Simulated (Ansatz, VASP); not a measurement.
# NaCl: VASP beside Ansatz

INCAR

```
ALGO = Normal
EDIFF = 1E-6
ENCUT = 520
GGA = PS
ISIF = 2
ISMEAR = 0
LASPH = True
LCHARG = True
LELF = True
LREAL = False
LVHAR = True
LWAVE = False
NBANDS = 14
NELM = 60
PREC = Accurate
SIGMA = 0.05
```

Contents of KPOINTS:

```
k-points
0
Gamma
  8 8 8
```

Contents of POSCAR:

```
NaCl
1.0
    0.0000000000      2.7184800000      2.7184800000
    2.7184800000      0.0000000000      2.7184800000
    2.7184800000      2.7184800000      0.0000000000
Na Cl
1 1
Direct
    0.0000000000      0.0000000000      0.0000000000
    0.5000000000      0.5000000000      0.5000000000
```

Input for Ansatz:

```yaml
crystal:
  lattice:
    - [0.0, 2.71848, 2.71848]
    - [2.71848, 0.0, 2.71848]
    - [2.71848, 2.71848, 0.0]
  atoms:
    - { symbol: Na, position: [0.0, 0.0, 0.0] }
    - { symbol: Cl, position: [0.5, 0.5, 0.5] }
basis:
  ecutwfc: 420
kpoints:
  mp_grid: { grid: [8, 8, 8] }
hamiltonian:
  xc: pbesol
scf:
  occupations: { method: gaussian, width: 0.05 }
output:
  forces: true
  stress: true
  eigenvalues: true
```

Change from the starting cell: strain -0.040 along x and y, -0.040 along z, atoms carried along.

Alike in both runs: task single point; functional PBEsol; k mesh 8 × 8 × 8; occupations gaussian, width 0.05 eV; no spin polarisation.

|  | VASP | Ansatz |
| --- | --- | --- |
| version | VASP 6.6.1 | Ansatz 0.2.0 |
| potentials or method | VASP PAW PBE potentials, release 64 (Na_pv, Cl), cutoff 520 eV | scalar-relativistic, plane waves, PAW |
| valence electrons in the cell | 14 | 16 |

```tsv
	VASP	Ansatz	Ansatz less VASP
gap on the k mesh at the Fermi level (eV)	5.37	5.37	+0.005
least direct gap on the mesh (eV)	5.37	5.37	+0.005
pressure (GPa)	2.9	2.9	-0.05
```

VASP's potentials were made for PBE, not for PBEsol. The functional is the same, so the differences come from potentials, cutoffs and numerics. VASP's potentials hold 14 valence electrons a cell and Ansatz's 16, so a difference there can come from the potentials and not from the codes.
